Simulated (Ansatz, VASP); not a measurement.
Two plane-wave programs on BN

Contents of INCAR:

```
SYSTEM = BN
PREC     = Accurate       ! precision mode
ENCUT    = 600            ! plane-wave cutoff, eV
EDIFF    = 1E-6           ! SCF threshold, eV
ISMEAR   = -1             ! smearing method
SIGMA    = 0.1            ! smearing width, eV
LREAL    = .FALSE.        ! projectors in reciprocal space
LASPH    = .TRUE.         ! aspherical terms in the spheres
NELM     = 120            ! most SCF steps
ALGO     = Normal         ! electronic algorithm
ISIF     = 2              ! what is computed and relaxed
LWAVE    = .FALSE.        ! write WAVECAR
LCHARG   = .FALSE.        ! write CHGCAR
GGA      = CA             ! functional
NBANDS   = 11             ! bands
GGA_COMPAT= .FALSE.
```

File KPOINTS:

```
Automatic mesh
0
G
  8 8 8
  0 0 0
```

File POSCAR:

```
BN
1.0
    0.0000000000      1.7830713297      1.7830713297
    1.7830713297      0.0000000000      1.7830713297
    1.7830713297      1.7830713297      0.0000000000
B N
1 1
Direct
    0.0000000000      0.0000000000      0.0000000000
    0.2500000000      0.2500000000      0.2500000000
```

Input for Ansatz:

```yaml
crystal:
  lattice:
    - [0.0, 1.78307132974093, 1.78307132974093]
    - [1.78307132974093, 0.0, 1.78307132974093]
    - [1.78307132974093, 1.78307132974093, 0.0]
  atoms:
    - { symbol: B, position: [0.0, 0.0, 0.0] }
    - { symbol: "N", position: [0.25, 0.25, 0.25] }
basis:
  ecutwfc: 500.0
kpoints:
  mp_grid:
    grid: [8, 8, 8]
hamiltonian:
  xc: lda
  pseudopotentials:
    kind: paw
scf:
  occupations:
    method: fermi_dirac
output:
  stress: true
```

Alike in both runs: task single point; functional LDA; k mesh 8 × 8 × 8; no spin polarisation.

|  | VASP | Ansatz |
| --- | --- | --- |
| version | VASP 6.6.1 | Ansatz 0.2.0 |
| potentials or method | VASP PAW LDA potentials, release 64 (B, N), cutoff 600 eV | plane waves, PAW |
| occupations | fermi-dirac, width 0.1 eV | fermi-dirac |
| valence electrons in the cell | 8 | 8 |

Ansatz gave:

```
pressure (GPa) : 5.0
```

Task: Which values does VASP return?

Result: Pressure (GPa): 5.8.

LDA's correlation is that of Perdew and Zunger in VASP and of Perdew and Wang (1992) in Ansatz.
